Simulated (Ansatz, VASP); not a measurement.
**MgZn2TeS2: VASP beside Ansatz**

```xyz
6
Lattice="4.7457 0.0000 0.0000 0.0000 5.5010 0.0000 0.0000 0.0000 5.5358" Properties=species:S:1:pos:R:3 pbc="T T T"
Mg    2.3729    2.7505    2.7679
Zn    0.0000    0.0000    1.4846
Zn    0.0000    0.0000    4.0512
Te    2.3729    2.7505    0.0000
S     0.0000    2.7505    2.7679
S     2.3729    0.0000    0.0000
```

Change from the starting cell: species swapped into the LiCa2NiN2 type (Pmmm, No. 47).

Alike in both runs: task relaxation of cell and atoms; functional PBE; k mesh 8 × 8 × 8; occupations gaussian, width 0.1 eV; no spin polarisation.

```csv
,VASP,Ansatz
version,VASP 6.6.1,Ansatz 0.2.0
potentials or method,"VASP PAW PBE potentials, release 64 (Mg, Zn, Te, S), cutoff 600 eV","scalar-relativistic, plane waves, PAW"
valence electrons in the cell,44,62
```

|  | VASP | Ansatz | Ansatz less VASP |
| --- | --- | --- | --- |
| gap on the k mesh at the Fermi level, each at its own relaxed structure (eV) | none | none | - |
| relaxed volume (Å³/atom) | 23.86 | 23.87 | +0.016 |
| relaxed length of the cell vector where the two differ most in proportion (Å) | 4.849 | 4.854 | +0.0050 |

A gap of «none» marks a metal or a gap that the smearing closes. VASP's potentials hold 44 valence electrons a cell and Ansatz's 62, so a difference there can come from the potentials and not from the codes.

Spin-orbit coupling is off throughout.
